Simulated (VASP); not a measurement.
Set up this calculation in VASP 6.6.1, as the native input.

| Property | Result |
| --- | --- |
| Task | single point |
| Functional | PBE |
| Potentials or basis | VASP PAW PBE potentials, release 64 (Ca_sv, Si, Se) |
| Cutoff | 520 eV |
| k mesh | 6 × 6 × 4 |
| Occupations | gaussian, width 0.1 eV |
| Spin | no spin polarisation |
| Dipole correction | no |
| Further INCAR settings | ALGO = Normal; EDIFF = 1e-06; NBANDS = 28 |

The structure of Ca3SiSe lies in POSCAR:

```
Ca3SiSe
1.0
    5.0509172455      0.0000000000      0.0000000000
   -2.5254586227      4.3742226470      0.0000000000
    0.0000000000      0.0000000000      6.4572393380
Ca Si Se
3 1 1
Direct
    0.0000000000      0.0000000000     -0.0331259595
    0.3333333333      0.6666666667      0.3211689000
    0.6666666667      0.3333333333      0.6885127794
    0.3333333333      0.6666666667      0.7917346012
    0.6666666667      0.3333333333      0.2317096790
```

These files were run (other wordings do the same):

INCAR

```
PREC = Accurate ; ENCUT = 520
EDIFF = 1E-6 ; ISMEAR = 0
SIGMA = 0.1 ; LREAL = False
LASPH = True ; NELM = 100
ALGO = Normal ; ISIF = 2
LWAVE = False ; LCHARG = False
GGA = PE ; NBANDS = 28
```

KPOINTS

```
Automatic mesh
0
Gamma
  6 6 4
```

Potentials or basis: VASP PAW PBE potentials, release 64 (Ca_sv, Si, Se).

The run is started by

```console
$ cat potpaw_PBE.64/Ca_sv/POTCAR potpaw_PBE.64/Si/POTCAR potpaw_PBE.64/Se/POTCAR > POTCAR
$ mpirun -np 1 vasp_std > vasp.out
```

It gave:

- Pressure: 0.1 GPa
- Largest force: 0.029 eV/Å
- Band gap on the k mesh: 0.59 eV, indirect (least direct gap 0.64 eV)

Wall time 39 s on 1 thread of Intel(R) Xeon(R) 6975P-C (Granite Rapids), with other jobs on the host, peak memory 0.31 GiB.
